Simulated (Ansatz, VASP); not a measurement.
**One calculation of Lu, two programs**

```
CELL_PARAMETERS angstrom
0.00000 2.14646 2.14646
2.14646 0.00000 2.14646
2.14646 2.14646 0.00000
ATOMIC_POSITIONS crystal
Lu 0.00000 0.00000 0.00000
```

Change from the starting cell: volume scaled by 0.68, LAPW.

Alike in both runs: task single point; functional PBE; k mesh 15 × 15 × 15; occupations fermi-dirac, width 0.1 eV; no spin polarisation.

|  | VASP | Ansatz |
| --- | --- | --- |
| version | VASP 6.6.1 | Ansatz 0.2.0 |
| potentials or method | VASP PAW PBE potentials, release 64 (Lu), cutoff 520 eV | all-electron LAPW, scalar-relativistic |

```tsv
	VASP	Ansatz	Ansatz less VASP
pressure (GPa)	32.4	31.7	-0.71
```

Both programs put the cell under a high pressure, so it lies far from rest at this level. Ansatz ran all-electron here, and VASP with PAW potentials.

Spin-orbit coupling is off throughout.
